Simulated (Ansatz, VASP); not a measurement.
One calculation of B2Pb, two programs

```xyz
3
Lattice="3.1784 0.0000 0.0000 -1.5892 2.7526 0.0000 0.0000 0.0000 4.8241" Properties=species:S:1:pos:R:3 pbc="T T T"
B     0.0000    1.8351    2.4121
B     1.5892    0.9175    2.4121
Pb    0.0000    0.0000    0.0000
```

Alike in both runs: functional PBE; k mesh 18 × 18 × 12; occupations gaussian, width 0.1 eV; no spin polarisation.

Ansatz relaxed the structure, and its values are those at the end. VASP's run is a single point on that final structure, the one shown.

|  | VASP | Ansatz |
| --- | --- | --- |
| version | VASP 6.6.1 | Ansatz 0.2.0 |
| potentials or method | VASP PAW PBE potentials, release 64 (B, Pb_d), cutoff 520 eV | scalar-relativistic, plane waves, PAW |
| valence electrons in the cell | 20 | 20 |

|  | VASP | Ansatz | Ansatz less VASP |
| --- | --- | --- | --- |
| gap on the k mesh at the Fermi level (eV) | none | none | - |
| pressure (GPa) | 0.0 | 0.0 | +0.05 |

A gap of «none» marks a metal or a gap that the smearing closes. The functional is the same, so the differences come from potentials, cutoffs and numerics.

Neither program's run includes spin-orbit coupling.
